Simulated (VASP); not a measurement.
Crystal: W.

```
W
1.0
     0.00000    2.03000    2.03000
     2.03000    0.00000    2.03000
     2.03000    2.03000    0.00000
W
1
Direct
  0.00000 0.00000 0.00000
```

- Program: VASP 6.6.1
- Task: relaxation of cell and atoms
- Functional: PBEsol
- Potentials or basis: VASP PAW PBE potentials, release 64 (W_sv)
- Cutoff: 600 eV
- k mesh: 11 × 11 × 11
- Occupations: fermi-dirac, width 0.05 eV
- Spin: no spin polarisation

At the start: pressure -12.3 GPa; volume 16.73 Å³/atom.

Question: How do energy, volume and symmetry change on relaxing?

Answer: Over 7 steps the energy falls by 27.9 meV/atom and the volume is 16.03 Å³/atom (-4.2 %); space group Fm-3m (No. 225, to 0.05 Å).

The path:
| step | energy change (eV) | largest force (eV/Å) | pressure (GPa) | volume (Å³) |
| --- | --- | --- | --- | --- |
| 1 | 0.0000 | 0.0000 | -12.27 | 16.73 |
| 2 | 0.3527 | 0.0000 | 61.79 | 13.82 |
| 3 | -0.0277 | 0.0000 | -0.99 | 16.08 |
| 4 | -0.0279 | 0.0000 | -0.15 | 16.04 |
| 5 | -0.0279 | 0.0000 | 0.10 | 16.02 |
| 6 | -0.0279 | 0.0000 | -0.18 | 16.04 |
| 7 | -0.0279 | 0.0000 | -0.03 | 16.03 |

Final structure:
```
W
1.0
     0.00000    2.00125    2.00125
     2.00125    0.00000    2.00125
     2.00125    2.00125    0.00000
W
1
Cartesian
  0.0000 0.0000 0.0000
```

Caveat: the PAW data sets were made with another functional, which shifts forces and pressure a little.
